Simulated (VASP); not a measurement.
# DyMgSb3 (P4mm) in VASP: single point with PBE

Aim: the single point of DyMgSb3 with PBE.

Program: VASP 6.6.1. These are calculated values, not measurements. Logs are shortened: lines on timing, memory, paths and dates and some standing lists are left out, and cuts for length are marked.

## 1. The cell of the first run

It takes space group P4mm (No. 99, tetragonal). The conventional cell has a = 5.694 Å, b = 5.694 Å, c = 5.615 Å, α = 90.00°, β = 90.00°, γ = 90.00°. Within 4.1 Å of Dy (site symmetry 4mm) lie 8 Sb at 3.07 to 4.03 Å. Within 3.7 Å of Mg (site symmetry 4mm) lie 6 Sb at 2.79 to 3.20 Å. Sb (site symmetry 4mm) has 2 Mg at 2.79 to 2.82 Å and 4 Sb at 3.14 Å within 3.7 Å. Sb (site symmetry 2mm) has 2 Dy at 3.07 Å and 6 Sb at 3.14 to 4.03 Å and 2 Mg at 3.20 Å within 4.1 Å.

## 2. Single point, PBE

The input, POSCAR:

```
DyMgSb3
1.0
    5.6937252478      0.0000000000      0.0000000000
    0.0000000000      5.6937252478      0.0000000000
    0.0000000000      0.0000000000      5.6152507822
Dy Mg Sb
1 1 3
Direct
    0.0000000000      0.0000000000      0.1280495114
    0.5000000000      0.5000000000      0.5946826165
    0.5000000000      0.5000000000      0.0977694520
    0.0000000000      0.5000000000      0.3327492100
    0.5000000000      0.0000000000      0.3327492100
```

The input, INCAR.step1:

```
SYSTEM = DyMgSb3
ALGO = Normal
EDIFF = 1E-6
ENCUT = 520
GGA = PE
GGA_COMPAT = .False.
ISIF = 2
ISMEAR = 0
LASPH = .True.
LCHARG = .True.
LMAXMIX = 6
LORBIT = 11
LREAL = .False.
LWAVE = .False.
NBANDS = 21
NEDOS = 2001
NELM = 200
PREC = Accurate
SIGMA = 0.1
```

The input, KPOINTS.step1:

```
k-points
0
Gamma
  8 8 8
  0 0 0
```

The input, INCAR.step2:

```
SYSTEM = DyMgSb3
ALGO = Normal
EDIFF = 1E-6
ENCUT = 520
GGA = PE
GGA_COMPAT = .False.
ICHARG = 11
ISIF = 2
ISMEAR = -5
LASPH = .True.
LCHARG = .False.
LMAXMIX = 6
LORBIT = 11
LREAL = .False.
LWAVE = .False.
NEDOS = 1001
NELM = 200
PREC = Accurate
SIGMA = 0.1
```

The input, KPOINTS.step2:

```
k-points
0
Gamma
  12 12 12
  0 0 0
```

Potentials or basis: VASP PAW PBE potentials, release 64 (Dy_3, Mg, Sb), 4f in core.

Run with:

```bash
$ cat potpaw_PBE.64/Dy_3/POTCAR potpaw_PBE.64/Mg/POTCAR potpaw_PBE.64/Sb/POTCAR > POTCAR
$ cp INCAR.step1 INCAR
$ cp KPOINTS.step1 KPOINTS
$ mpirun -np 1 vasp_std > vasp.out
$ cp INCAR.step2 INCAR
$ cp KPOINTS.step2 KPOINTS
$ mpirun -np 1 vasp_std > vasp.out
```

OUTCAR:

```text
SYSTEM = DyMgSb3
   EDIFF = 1E-6
   ENCUT = 520
   GGA = PE
   ICHARG = 11
   ISIF = 2
   ISMEAR = -5
   LASPH = .True.
   LORBIT = 11
   LREAL = .False.
   NELM = 200
   PREC = Accurate

 ion  position               nearest neighbor table
   1  0.000  0.000  0.128-   4 3.07   5 3.07   4 3.07   5 3.07
   2  0.500  0.500  0.595-   3 2.79   3 2.82   4 3.20   5 3.20   5 3.20   4 3.20
   3  0.500  0.500  0.098-   2 2.79   2 2.82   5 3.14   4 3.14   5 3.14   4 3.14
   4  0.000  0.500  0.333-   1 3.07   1 3.07   3 3.14   3 3.14   2 3.20   2 3.20
   5  0.500  0.000  0.333-   1 3.07   1 3.07   3 3.14   3 3.14   2 3.20   2 3.20

  LATTYP: Found a simple tetragonal cell.
 ALAT       =     5.6937252478
 C/A-ratio  =     0.9862173775

  Lattice vectors:

 A1 = (   5.6937252478,   0.0000000000,   0.0000000000)
 A2 = (   0.0000000000,   5.6937252478,   0.0000000000)
 A3 = (   0.0000000000,   0.0000000000,   5.6152507822)

Analysis of symmetry for initial positions (statically):
=====================================================================
 Subroutine PRICEL returns:
 Original cell was already a primitive cell.

 Routine SETGRP: Setting up the symmetry group for a
 simple tetragonal supercell.

 Subroutine GETGRP returns: Found  8 space group operations
 (whereof  8 operations were pure point group operations)
 out of a pool of 16 trial point group operations.

The static configuration has the point symmetry C_4v.

Analysis of symmetry for dynamics (positions and initial velocities):
=====================================================================
 Subroutine PRICEL returns:
 Original cell was already a primitive cell.

 Routine SETGRP: Setting up the symmetry group for a
 simple tetragonal supercell.

 Subroutine GETGRP returns: Found  8 space group operations
 (whereof  8 operations were pure point group operations)
 out of a pool of 16 trial point group operations.

The dynamic configuration has the point symmetry C_4v.

 Subroutine INISYM returns: Found  8 space group operations
 (whereof  8 operations are pure point group operations),
 and found     1 'primitive' translations

----------------------------------------------------------------------------------------

                                     Primitive cell

  volume of cell :     182.0380

  direct lattice vectors                    reciprocal lattice vectors
     5.693725248  0.000000000  0.000000000     0.175631938  0.000000000  0.000000000
     0.000000000  5.693725248  0.000000000     0.000000000  0.175631938  0.000000000
     0.000000000  0.000000000  5.615250782     0.000000000  0.000000000  0.178086436

  length of vectors
     5.693725248  5.693725248  5.615250782     0.175631938  0.175631938  0.178086436

  position of ions in fractional coordinates (direct lattice)
     0.000000000  0.000000000  0.128049511
     0.500000000  0.500000000  0.594682617
     0.500000000  0.500000000  0.097769452
     0.000000000  0.500000000  0.332749210
     0.500000000  0.000000000  0.332749210

  ion indices of the primitive-cell ions
   primitive index   ion index
                 1           1
                 2           2
                 3           3
                 4           4
                 5           5

----------------------------------------------------------------------------------------

 KPOINTS: k-points

Automatic generation of k-mesh.
 Grid dimensions read from file:
 generate k-points for:   12   12   12

 Generating k-lattice:

  Cartesian coordinates                     Fractional coordinates (reciprocal lattice)
     0.014635995  0.000000000  0.000000000     0.083333333  0.000000000  0.000000000
     0.000000000  0.014635995  0.000000000     0.000000000  0.083333333  0.000000000
     0.000000000  0.000000000  0.014840536     0.000000000  0.000000000  0.083333333

  Length of vectors
     0.014635995  0.014635995  0.014840536

  Shift w.r.t. Gamma in fractional coordinates (k-lattice)
     0.000000000  0.000000000  0.000000000

 TETIRR: Found   2592 inequivalent tetrahedra from    10368

 Subroutine IBZKPT returns following result:
 ===========================================

 Found    196 irreducible k-points:

 Following reciprocal coordinates:
            Coordinates               Weight
  0.000000  0.000000  0.000000      1.000000
  0.083333  0.000000  0.000000      4.000000
  0.166667  0.000000  0.000000      4.000000
  0.250000  0.000000  0.000000      4.000000
  0.333333  0.000000  0.000000      4.000000
  0.416667  0.000000  0.000000      4.000000
[... 16 lines left out ...]
  0.333333  0.333333  0.000000      4.000000
  0.416667  0.333333  0.000000      8.000000
 [... further k-points ...]
   k-points           NKPTS =    196   k-points in BZ     NKDIM =    196   number of bands    NBANDS=     17
   number of dos      NEDOS =   1001   number of ions     NIONS =      5
   total plane-waves  NPLWV =  74088
   dimension x,y,z NGX =    42 NGY =   42 NGZ =   42
   dimension x,y,z NGXF=    84 NGYF=   84 NGZF=   84
   ions per type =               1   1   3
   NGX,Y,Z   is equivalent  to a cutoff of  12.26, 12.26, 12.43 a.u.
   NGXF,Y,Z  is equivalent  to a cutoff of  24.53, 24.53, 24.87 a.u.
 SYSTEM =  DyMgSb3
   PREC   = accura    normal or accurate (medium, high low for compatibility)
   ISTART =      0    job   : 0-new  1-cont  2-samecut
   ICHARG =     11    charge: 1-file 2-atom 10-const
   ISPIN  =      1    spin polarized calculation?
   LNONCOLLINEAR =      F non collinear calculations
   LSORBIT =      F    spin-orbit coupling
   LASPH  =      T    aspherical Exc in radial PAW
   ENCUT  =  520.0 eV  38.22 Ry    6.18 a.u.  10.59 10.59 10.44*2*pi/ulx,y,z
   NELM   =    200;   NELMIN=  2; NELMDL=  0     # of ELM steps
   EDIFF  = 0.1E-05   stopping-criterion for ELM
   LREAL  =      F    real-space projection
   EDIFFG = 0.1E-04   stopping-criterion for IOM
   NSW    =      0    number of steps for IOM
   IBRION =     -1    ionic relax: 0-MD 1-quasi-New 2-CG
   NFREE  =      0    steps in history (QN), initial steepest desc. (CG)
   ISIF   =      2    stress and relaxation
   ISYM   =      2    0-nonsym 1-usesym 2-fastsym
   POTIM  = 0.5000    time-step for ionic-motion
   TEBEG  =    0.0;   TEEND  =   0.0 temperature during run
   PSTRESS=    0.0 pullay stress
   NELECT =      26.0000    total number of electrons
   NUPDOWN=      -1.0000    fix difference up-down
   EMIN   =  10.00;   EMAX   =-10.00  energy-range for DOS
   EFERMI =   0.00;   METHOD = LEGACY
   ISMEAR =    -5;   SIGMA  =   0.10  broadening in eV -4-tet -1-fermi 0-gaus
   EFERMI_NEDOS =   21; number of points for ismear=-14 and -15
   IALGO  =     38    algorithm
   IMIX   =      4    mixing-type and parameters
     AMIX     =   0.40;   BMIX     =  1.00
     AMIX_MAG =   1.60;   BMIX_MAG =  1.00
  volume/ion in A,a.u.               =      36.41       245.69
  Fermi-wavevector in a.u.,A,eV,Ry     =   0.855747  1.617127  9.963579  0.732302
  Thomas-Fermi vector in A             =   1.972543
   LORBIT       =     11    0 simple, 1 ext, 2 COOP (PROOUT), +10 PAW based schemes
   GGA     = PE    functional components
   LHFCALC =     F    Hartree Fock is set to
   AEXX    =    0.0000 exact exchange contribution
   IVDW    =     0    specifies the selected vdW correction
   LEPSILON=     F    determine dielectric tensor
   LRPA    =     F    only Hartree local field effects (RPA)
 non-spin polarized calculation
 Fermi weights with tetrahedron method with Bloechl corrections
  energy-cutoff  :      520.00
  volume of cell :      182.04
 maximum number of plane-waves:      4924

 number of electron      25.9999999 magnetization

 Free energy of the ion-electron system (eV)
  ---------------------------------------------------
  ext. energy  EPLUGINS =         0.00000000
  ---------------------------------------------------
  free energy    TOTEN  =       -18.55941033 eV

  energy without entropy =      -18.55941033  energy(sigma->0) =      -18.55941033

 E-fermi :   4.0541     XC(G=0):  -8.2525

 val. band max:        4.2040173078   @ k =   0.5000   0.5000   0.3333
 cond. band min:       4.0442594455   @ k =   0.1667   0.1667   0.1667
 fundamental gap:     -0.1597578622
 Fermi energy:         4.0540515375

 k-point     1 :       0.0000    0.0000    0.0000
  band No.  band energies     occupation
      1     -20.8277      2.00000
      2     -20.5425      2.00000
      3     -20.5425      2.00000
      4      -7.2085      2.00000
      5      -4.4684      2.00000
      6      -3.5913      2.00000
[... 9 lines left out ...]
     16       5.3935      0.00000
     17       5.4016      0.00000

 k-point     2 :       0.0833    0.0000    0.0000
  band No.  band energies     occupation
      1     -20.8277      2.00000
      2     -20.5429      2.00000
      3     -20.5425      2.00000
      4      -7.1824      2.00000
      5      -4.5015      2.00000
      6      -3.6338      2.00000
[... 9 lines left out ...]
     16       4.9598      0.00000
     17       5.4018      0.00000

 k-point     3 :       0.1667    0.0000    0.0000
  band No.  band energies     occupation
      1     -20.8277      2.00000
      2     -20.5438      2.00000
      3     -20.5424      2.00000
      4      -7.1063      2.00000
      5      -4.6156      2.00000
      6      -3.7178      2.00000
[... 392 lines left out ...]
 k-point    23 :       0.3333    0.3333    0.0000
  band No.  band energies     occupation
      1     -20.8279      2.00000
      2     -20.5461      2.00000
      3     -20.5461      2.00000
      4      -6.4735      2.00000
      5      -5.0008      2.00000
      6      -4.6404      2.00000
[... 9 lines left out ...]
     16       4.6891      0.00000
     17       5.1348      0.00000

 k-point    24 :       0.4167    0.3333    0.0000
  band No.  band energies     occupation
      1     -20.8279      2.00000
      2     -20.5470      2.00000
      3     -20.5460      2.00000
      4      -6.3298      2.00000
      5      -5.1201      2.00000
      6      -4.7330      2.00000
[... 9 lines left out ...]
     16       4.6814      0.00000
     17       4.9822      0.00000

 [... further k-points ...]

------------------------ aborting loop because EDIFF is reached ----------------------------------------

  FORCE on cell =-STRESS in cart. coord.  units (eV):
  Direction    XX          YY          ZZ          XY          YZ          ZX
  --------------------------------------------------------------------------------------
  -------------------------------------------------------------------------------------
  Total        0.1282022      0.1282022      0.0995600      0.0000000      0.0000000      0.0000000
  in kB        1.1283502      1.1283502      0.8762608      0.0000000      0.0000000      0.0000000
  external PRESSURE =       1.0443204 kB  Pullay stress =       0.0000000 kB

 VOLUME and BASIS-vectors are now :
 -----------------------------------------------------------------------------
  energy-cutoff  :      520.00
  volume of cell :      182.04
      direct lattice vectors                 reciprocal lattice vectors
     5.693725248  0.000000000  0.000000000     0.175631938  0.000000000  0.000000000
     0.000000000  5.693725248  0.000000000     0.000000000  0.175631938  0.000000000
     0.000000000  0.000000000  5.615250782     0.000000000  0.000000000  0.178086436

 POSITION                                       TOTAL-FORCE (eV/Angst)
 -----------------------------------------------------------------------------------
      0.00000      0.00000      0.71903         0.000000      0.000000     -0.035020
      2.84686      2.84686      3.33929         0.000000     -0.000000      0.000295
      2.84686      2.84686      0.54900         0.000000     -0.000000     -0.016473
      0.00000      2.84686      1.86847         0.000000     -0.000000      0.025599
      2.84686      0.00000      1.86847         0.000000     -0.000000      0.025599
 -----------------------------------------------------------------------------------
    total drift:                               -0.000000     -0.000000      0.003397

  FREE ENERGIE OF THE ION-ELECTRON SYSTEM (eV)
  ---------------------------------------------------
  free  energy   TOTEN  =       -18.5594103330 eV

  energy  without entropy=      -18.5594103330  energy(sigma->0) =      -18.55941033

 total charge

# of ion       s       p       d       tot
------------------------------------------
    1        0.329   6.335   1.007   7.671
    2        0.203   0.106   0.017   0.326
    3        1.220   1.169   0.032   2.420
    4        1.173   1.267   0.021   2.461
    5        1.173   1.267   0.021   2.461
--------------------------------------------------
tot          4.098  10.144   1.097  15.339
```

Wall time 15 min (1 thread of AMD EPYC 7R43 (Zen 3), shared host); peak memory 0.79 GiB.

What came out:

| Property | Result |
| --- | --- |
| Valence electrons inside the program's atomic spheres | Dy 7.67; Mg 0.33; Sb 2.42, 2.46 (each value once) |

Caveat: spin-orbit coupling is left out, which moves the levels of the heavy elements; the 4f electrons are frozen in the core, so they carry no moment and show no levels. Spin polarisation is off, so any magnetic state and its effect on volume and gap are missing.
